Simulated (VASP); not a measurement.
# Ga (P2_1/m) in VASP: settings compared, part 2 of 2

VASP 6.6.1.

### 4 Single point, PBE+D3(BJ)

This run uses another cell than the first one, of 18.19 Å³/atom, 1.020 times its volume.

Input file INCAR:

```
ALGO = Normal
EDIFF = 1E-6
ENCUT = 520
GGA = PE
ISIF = 2
ISMEAR = -1
IVDW = 12
LASPH = T
LCHARG = T
LELF = T
LREAL = F
LVHAR = T
LWAVE = F
NBANDS = 20
NELM = 80
PREC = Accurate
SIGMA = 0.05
```

Input file KPOINTS:

```
k-points
0
Gamma
  10 8 7
```

Input file POSCAR:

```
Ga
1.0
    2.7784220849      0.0000000000      0.0000000000
    0.0000000000      3.2816087900      0.0000000000
   -1.3434310986      0.0000000000      3.9902731763
Ga
2
Direct
    0.1345962700      0.7500000000      0.7701668300
    0.8654037300      0.2500000000      0.2298331700
```

Potentials or basis: VASP PAW PBE potentials, release 64 (Ga_d).

Launch:

```sh
> cat potpaw_PBE.64/Ga_d/POTCAR > POTCAR
> mpirun -np 1 vasp_std > vasp.out
```

OUTCAR:

```text
EDIFF = 1E-6
   ENCUT = 520
   GGA = PE
   ISIF = 2
   ISMEAR = -1
   IVDW = 12
   LASPH = T
   LREAL = F
   NELM = 80
   PREC = Accurate
 IVDW          = 12

 ion  position               nearest neighbor table
   1  0.135  0.750  0.770-   2 2.71   2 2.71   2 2.81   2 2.81   2 2.84   2 2.84
   2  0.865  0.250  0.230-   1 2.71   1 2.71   1 2.81   1 2.81   1 2.84   1 2.84

  LATTYP: Found a simple monoclinic cell.
 ALAT       =     2.7784220849
 B/A-ratio  =     1.1811052064
 C/A-ratio  =     1.5153762184
 COS(beta)  =    -0.3190778872

  Lattice vectors:

 A1 = (   2.7784220849,   0.0000000000,   0.0000000000)
 A2 = (   0.0000000000,   3.2816087900,   0.0000000000)
 A3 = (  -1.3434310986,   0.0000000000,   3.9902731763)

Analysis of symmetry for initial positions (statically):
=====================================================================
 Subroutine PRICEL returns:
 Original cell was already a primitive cell.

 Routine SETGRP: Setting up the symmetry group for a
 simple monoclinic supercell.

 Subroutine GETGRP returns: Found  4 space group operations
[... 163 lines left out ...]
  free energy    TOTEN  =        -5.77536192 eV

  energy without entropy =       -5.77124308  energy(sigma->0) =       -5.77330250

 E-fermi :   5.8390     XC(G=0): -11.1510

 val. band max:        5.7473436954   @ k =  -0.4000   0.2500   0.2857
 cond. band min:       5.8782813689   @ k =   0.4000   0.5000  -0.0000
 fundamental gap:      0.1309376735
 Fermi energy:         5.8390250401

 k-point     1 :       0.0000    0.0000    0.0000
  band No.  band energies     occupation
      1      -9.3403      2.00000
      2      -9.3300      2.00000
      3      -9.2739      2.00000
      4      -9.2665      2.00000
      5      -9.0086      2.00000
      6      -9.0071      2.00000
[... 541 lines left out ...]
     19      16.3693      0.00000
     20      16.9960      0.00000

 [... further k-points ...]

------------------------ aborting loop because EDIFF is reached ----------------------------------------

 Edisp (eV)   -0.63373

 E8    (eV) :    -0.2969

  FORCE on cell =-STRESS in cart. coord.  units (eV):
  Direction    XX          YY          ZZ          XY          YZ          ZX
  --------------------------------------------------------------------------------------
  -------------------------------------------------------------------------------------
  Total       0.20408    -0.22898     0.16568     0.00000     0.00000    -0.09321
  in kB       8.98729   -10.08367     7.29611     0.00000     0.00000    -4.10479
  external pressure =        2.07 kB  Pullay stress =        0.00 kB

 VOLUME and BASIS-vectors are now :
 -----------------------------------------------------------------------------
  energy-cutoff  :      520.00
  volume of cell :       36.38
      direct lattice vectors                 reciprocal lattice vectors
     2.778422085  0.000000000  0.000000000     0.359916517  0.000000000  0.121175424
     0.000000000  3.281608790  0.000000000     0.000000000  0.304728584  0.000000000
    -1.343431099  0.000000000  3.990273176     0.000000000  0.000000000  0.250609408

 POSITION                                       TOTAL-FORCE (eV/Angst)
 -----------------------------------------------------------------------------------
     -0.66070      2.46121      3.07318        -0.006355      0.000000     -0.085907
      2.09569      0.82040      0.91710         0.006355      0.000000      0.085907
 -----------------------------------------------------------------------------------
    total drift:                               -0.000000     -0.000000      0.000000

  FREE ENERGIE OF THE ION-ELECTRON SYSTEM (eV)
  ---------------------------------------------------
  free  energy   TOTEN  =        -6.4090874615 eV

  energy  without entropy=       -6.4049686206  energy(sigma->0) =       -6.40702804
```

OSZICAR:

```text
N       E                     dE             d eps       ncg     rms          rms(c)
DAV:   1     0.133747083902E+03    0.13375E+03   -0.13222E+04  7656   0.250E+03
DAV:   2     0.575101067671E+01   -0.12800E+03   -0.12472E+03  7436   0.392E+02
DAV:   3    -0.565618708415E+01   -0.11407E+02   -0.11350E+02  8112   0.946E+01
DAV:   4    -0.582637303631E+01   -0.17019E+00   -0.17010E+00  8288   0.127E+01
DAV:   5    -0.582923717178E+01   -0.28641E-02   -0.28640E-02  8264   0.162E+00    0.144E+00
DAV:   6    -0.578474799573E+01    0.44489E-01   -0.88908E-02  9644   0.504E+00    0.745E-01
DAV:   7    -0.577628997493E+01    0.84580E-02   -0.17702E-02 10292   0.187E+00    0.204E-01
DAV:   8    -0.577534240384E+01    0.94757E-03   -0.22126E-03  7852   0.666E-01    0.190E-02
DAV:   9    -0.577536176124E+01   -0.19357E-04   -0.96472E-05  8304   0.994E-02    0.758E-03
DAV:  10    -0.577536191773E+01   -0.15649E-06   -0.53298E-06  7684   0.270E-02
   1 F= -.64090875E+01 E0= -.64070280E+01  d E =-.411884E-02
```

stdout:

```text
POSCAR found type information on POSCAR Ga
 POSCAR found :  1 types and       2 ions
 scaLAPACK will be used
 LDA part: xc-table for (Slater+PW92), standard interpolation
 POSCAR, INCAR and KPOINTS ok, starting setup
 FFT: planning ... GRIDC
 FFT: planning ... GRID_SOFT
 FFT: planning ... GRID
 WAVECAR not read
 entering main loop
```

It took 44 s on 1 thread of Intel Xeon 6975P-C, shared host; peak memory 0.23 GiB.

Results:

| Quantity | Value |
| --- | --- |
| Free energy | -6.4091 eV |
| Pressure | 0.2 GPa |
| Largest force | 0.086 eV/Å |
| Band gap on the k mesh | zero (band 13 reaches 10.04 eV, above the bottom of band 14 at 1.71 eV) |
| Dispersion energy per atom | -0.317 eV |

Forces on the atoms (eV/Å):
```
Ga  -0.006  0.000 -0.086
Ga   0.006  0.000  0.086
```

Levels at points of the mesh, in eV from the Fermi level:
```csv
k point,band 10,band 11,band 12,band 13,band 14,band 15,band 16,band 17
"(0.00, 0.00, 0.00)",-14.64,-11.40,-2.07,-1.45,1.83,5.61,9.19,10.35
"(0.50, 0.00, 0.00)",-14.67,-6.26,-5.28,-1.39,0.22,6.19,6.60,8.73
"(0.00, 0.50, 0.00)",-14.71,-7.82,-7.82,1.74,1.74,2.69,2.69,11.54
"(0.50, 0.50, 0.00)",-14.67,-2.91,-2.91,-1.72,-1.72,2.18,2.18,4.58
```

Caveat: three body term missing; pairwise dispersion overbinds metals, which lowers pressure and volume.

### 5 Relaxation of cell and atoms, PBE+D3(BJ)

This run uses another cell than the first one, of 18.19 Å³/atom, 1.020 times its volume.

Input file INCAR:

```
SYSTEM = Ga
PREC = Accurate ; ENCUT = 600
EDIFF = 1E-7 ; ISMEAR = -1
SIGMA = 0.05 ; LREAL = .FALSE.
LASPH = .TRUE. ; NELM = 80
ALGO = Fast ; ISIF = 3
LWAVE = .FALSE. ; LCHARG = .FALSE.
GGA = PE ; IVDW = 12
IBRION = 2 ; NSW = 60
EDIFFG = -0.01
```

Input file KPOINTS:

```
regular mesh
0
G
  10 8 7
  0 0 0
```

POSCAR is that of step 4.

Potentials or basis: VASP PAW PBE potentials, release 64 (Ga_d).

Launch:

```sh
> cat potpaw_PBE.64/Ga_d/POTCAR > POTCAR
> mpirun -np 1 vasp_std > vasp.out
```

OUTCAR:

```text
SYSTEM = Ga
   PREC = Accurate
   ENCUT = 600
   EDIFF = 1E-7
   ISMEAR = -1
   LREAL = .FALSE.
   LASPH = .TRUE.
   NELM = 80
   ISIF = 3
   GGA = PE
   IVDW = 12
   IBRION = 2
   NSW = 60
   EDIFFG = -0.01
 IVDW          = 12

 ion  position               nearest neighbor table
   1  0.135  0.750  0.770-   2 2.71   2 2.71   2 2.81   2 2.81   2 2.84   2 2.84
   2  0.865  0.250  0.230-   1 2.71   1 2.71   1 2.81   1 2.81   1 2.84   1 2.84

  LATTYP: Found a simple monoclinic cell.
 ALAT       =     2.7784220849
 B/A-ratio  =     1.1811052064
 C/A-ratio  =     1.5153762184
 COS(beta)  =    -0.3190778872

  Lattice vectors:

 A1 = (   2.7784220849,   0.0000000000,   0.0000000000)
 A2 = (   0.0000000000,   3.2816087900,   0.0000000000)
 A3 = (  -1.3434310986,   0.0000000000,   3.9902731763)

[... 300 lines left out ...]
 number of electron      26.0000002 magnetization

------------------------ aborting loop because EDIFF is reached ----------------------------------------
[... 75 lines left out ...]
--------------------------------------- Ionic step       21  -------------------------------------------

 number of electron      26.0000001 magnetization

 Free energy of the ion-electron system (eV)
  ---------------------------------------------------
  ext. energy  EPLUGINS =         0.00000000
  ---------------------------------------------------
  free energy    TOTEN  =        -5.78492745 eV

  energy without entropy =       -5.78074280  energy(sigma->0) =       -5.78283513

 E-fermi :   5.7997     XC(G=0): -11.1347

 val. band max:        5.7663721314   @ k =   0.0000   0.2500   0.0000
 cond. band min:       5.8256803279   @ k =  -0.4000   0.2500   0.2857
 fundamental gap:      0.0593081965
 Fermi energy:         5.7997392097

 k-point     1 :       0.0000    0.0000    0.0000
  band No.  band energies     occupation
      1      -9.3598      2.00000
      2      -9.3321      2.00000
      3      -9.2903      2.00000
      4      -9.2874      2.00000
      5      -9.0318      2.00000
      6      -9.0198      2.00000
[... 457 lines left out ...]
      4      -9.2335      2.00000
      5      -9.0880      2.00000
      6      -9.0280      2.00000
[... 9 lines left out ...]
     16       7.5445      0.00000
     17      10.9126      0.00000

 [... further k-points ...]

------------------------ aborting loop because EDIFF is reached ----------------------------------------

 Edisp (eV)   -0.63107

 E8    (eV) :    -0.2956
[... 25 lines left out ...]
  FREE ENERGIE OF THE ION-ELECTRON SYSTEM (eV)
  ---------------------------------------------------
  free  energy   TOTEN  =        -6.4159994739 eV

  energy  without entropy=       -6.4118148245  energy(sigma->0) =       -6.41390715

 reached required accuracy - stopping structural energy minimisation
```

OSZICAR:

```text
N       E                     dE             d eps       ncg     rms          rms(c)
DAV:   1     0.117055327204E+03    0.11706E+03   -0.15208E+04  6264   0.317E+03
DAV:   2     0.162814604880E+01   -0.11543E+03   -0.11405E+03  6458   0.389E+02
[... 195 lines left out ...]
       N       E                     dE             d eps       ncg     rms          rms(c)
DAV:   1    -0.578493949072E+01    0.66723E-04   -0.31976E-03  6931   0.484E-01    0.275E-02
RMM:   2    -0.578493057881E+01    0.89119E-05   -0.68380E-05  7403   0.112E-01    0.151E-02
RMM:   3    -0.578492691602E+01    0.36628E-05   -0.27448E-05  7965   0.575E-02    0.271E-03
RMM:   4    -0.578492730724E+01   -0.39122E-06   -0.73787E-06  7388   0.325E-02    0.114E-03
RMM:   5    -0.578492740771E+01   -0.10047E-06   -0.20721E-06  6585   0.160E-02    0.551E-04
RMM:   6    -0.578492745151E+01   -0.43798E-07   -0.45928E-07  4605   0.773E-03
  21 F= -.64159995E+01 E0= -.64139071E+01  d E =-.546298E-04
```

CONTCAR:

```text
Ga
   1.00000000000000
     2.7868765946071918    0.0000000000000000   -0.0347040814769017
     0.0000000000000000    3.2062833188889268    0.0000000000000000
    -1.3968857600931261    0.0000000000000000    4.1051022240180304
  Ga
     2
Direct
     0.1299665439649668    0.7500000000000000    0.7677990640022387
     0.8700334560350331    0.2500000000000000    0.2322009359977612

  0.00000000E+00  0.00000000E+00  0.00000000E+00
  0.00000000E+00  0.00000000E+00  0.00000000E+00
```

Wall time 16 min (1 thread of Intel Xeon 6975P-C, shared host); peak memory 0.27 GiB.

Results:

| Item | Value |
| --- | --- |
| Free energy | -6.4160 eV |
| Relaxed volume | 18.26 Å³/atom |
| Relaxed cell | a = 2.787 Å, b = 3.206 Å, c = 4.336 Å, α = 90.00°, β = 109.51°, γ = 90.00° |
| Space group after relaxing (to 0.05 Å) | P2_1/m (No. 11) |
| Energy gained by relaxing | 3.6 meV/atom |
| Ionic steps | 21 |
| Pressure after relaxing | 0.0 GPa |
| Largest force after relaxing | 0.009 eV/Å |
| Band gap on the k mesh | zero (band 13 reaches 10.60 eV, above the bottom of band 14 at 1.70 eV) |
| Dispersion energy per atom | -0.316 eV |

Forces on the atoms (eV/Å):
```
Ga  -0.009  0.000  0.000
Ga   0.009  0.000  0.000
```

The path:
| step | energy change (eV) | largest force (eV/Å) | pressure (GPa) | volume (Å³) |
| --- | --- | --- | --- | --- |
| 1 | 0.0000 | 0.0854 | 0.35 | 36.38 |
| 2 | -0.0034 | 0.0261 | -0.09 | 36.59 |
| 3 | -0.0047 | 0.0235 | -0.33 | 36.76 |
| 4 | -0.0049 | 0.0354 | -0.36 | 36.82 |
| 5 | -0.0059 | 0.0228 | -0.03 | 36.62 |
| 6 | -0.0061 | 0.0134 | 0.41 | 36.32 |
| 7 | -0.0068 | 0.0207 | 0.13 | 36.42 |
| 8 | -0.0069 | 0.0236 | 0.09 | 36.45 |
| 9 | -0.0069 | 0.0245 | 0.04 | 36.45 |
| 10 | -0.0069 | 0.0248 | 0.09 | 36.45 |
| 11 | -0.0070 | 0.0143 | -0.02 | 36.51 |
| 12 | -0.0071 | 0.0121 | -0.05 | 36.55 |
| 13 | -0.0071 | 0.0167 | -0.20 | 36.61 |
| 14 | -0.0071 | 0.0134 | -0.07 | 36.58 |
| 15 | -0.0071 | 0.0154 | -0.13 | 36.60 |
| 16 | -0.0072 | 0.0161 | -0.03 | 36.56 |
| 17 | -0.0072 | 0.0163 | -0.03 | 36.55 |
| 18 | -0.0072 | 0.0169 | 0.03 | 36.53 |
| 19 | -0.0072 | 0.0176 | -0.01 | 36.54 |
| 20 | -0.0072 | 0.0107 | 0.05 | 36.53 |
| 21 | -0.0072 | 0.0094 | 0.00 | 36.53 |

Final structure:
```cif
data_structure
_symmetry_space_group_name_H-M 'P 1'
_symmetry_Int_Tables_number 1
_cell_length_a 2.7871
_cell_length_b 3.2063
_cell_length_c 4.3363
_cell_angle_alpha 90.000
_cell_angle_beta 109.506
_cell_angle_gamma 90.000
_cell_volume 36.53
loop_
_atom_site_label
_atom_site_type_symbol
_atom_site_fract_x
_atom_site_fract_y
_atom_site_fract_z
_atom_site_occupancy
Ga1 Ga 0.12997 0.75000 0.76780 1
Ga2 Ga 0.87003 0.25000 0.23220 1
```

Caveat: pairwise dispersion overbinds metals, which lowers pressure and volume.

### 6 The runs side by side

```tsv
task	level	cell	cutoff (eV)	gap on the mesh (eV)	pressure (GPa)	largest force (eV/Å)
single point	PBE+D4	a = 2.765, b = 3.171, c = 4.319 Å, angles 90.0, 109.6, 90.0°, 2 atoms	520	none	0.0	-
single point	PBE+D3(BJ)	a = 2.787, b = 3.205, c = 4.336 Å, angles 90.0, 109.7, 90.0°, 2 atoms	520	none	0.1	-
single point	PBE+D3(BJ)	a = 2.778, b = 3.282, c = 4.210 Å, angles 90.0, 108.6, 90.0°, 2 atoms	520	none	0.2	0.09
relaxation of cell and atoms	PBE+D3(BJ)	relaxed from a = 2.778, b = 3.282, c = 4.210 Å, angles 90.0, 108.6, 90.0°, 2 atoms	600	none	0.0	0.01
```

Alike in all rows: potentials or basis VASP PAW PBE potentials, release 64 (Ga_d); no spin polarisation; k mesh 10 × 8 × 7; smearing fermi-dirac 0.05 eV.

Caveats: pairwise dispersion overbinds metals, which lowers pressure and volume; three body term missing (some runs).

Absolute energies hang on the potentials; compare differences alone.
